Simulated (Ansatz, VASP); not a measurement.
## Pt: VASP beside Ansatz

```
Pt
1.0
     0.00000    1.98375    1.98375
     1.98375    0.00000    1.98375
     1.98375    1.98375    0.00000
Pt
1
Cartesian
  0.0000 0.0000 0.0000
```

Alike in both runs: functional PBE; k mesh 8 × 8 × 8; occupations gaussian, width 0.1 eV; no spin polarisation.

Ansatz relaxed the structure, and its values are those at the end. VASP's run is a single point on that final structure, the one shown.

```csv
,VASP,Ansatz
version,VASP 6.6.1,Ansatz 0.2.0
potentials or method,"VASP PAW PBE potentials, release 64 (Pt), cutoff 500 eV","scalar-relativistic, plane waves, PAW"
valence electrons in the cell,10,18
```

VASP gave:

- gap on the k mesh at the Fermi level (eV): none
- pressure (GPa): -0.7

Problem. Which values does Ansatz return?

Solution. gap on the k mesh at the Fermi level (eV): none; pressure (GPa): -0.1.

A gap of «none» marks a metal or a gap that the smearing closes. VASP's potentials hold 10 valence electrons a cell and Ansatz's 18, so a difference there can come from the potentials and not from the codes.

Neither program's run includes spin-orbit coupling.
